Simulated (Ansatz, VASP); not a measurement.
**Re in VASP and in Ansatz**

```
Re
1.0
     4.37242    0.00000    0.00000
    -2.18621    3.78662    0.00000
     0.00000    0.00000    2.74968
Re
3
Cartesian
  2.1862 3.7866 2.7497
  0.0000 2.5244 1.3748
  2.1862 1.2622 1.3748
```

Alike in both runs: task single point; functional BLYP; k mesh 9 × 9 × 13; occupations fermi-dirac, width 0.1 eV; no spin polarisation.

|  | VASP | Ansatz |
| --- | --- | --- |
| version | VASP 6.6.1 | Ansatz 0.2.0 |
| potentials or method | VASP PAW PBE potentials, release 64 (Re_sv_GW), cutoff 560 eV | plane waves (420 eV) with PAW, scalar-relativistic |
| valence electrons in the cell | 45 | 45 |

|  | VASP | Ansatz | Ansatz less VASP |
| --- | --- | --- | --- |
| pressure (GPa) | 13.9 | 13.8 | -0.12 |
| traceless stress, the component that is largest in VASP (GPa) | -1.68 | -1.56 | +0.120 |

VASP's potentials were made for PBE, not for BLYP.

Spin-orbit coupling is off throughout.
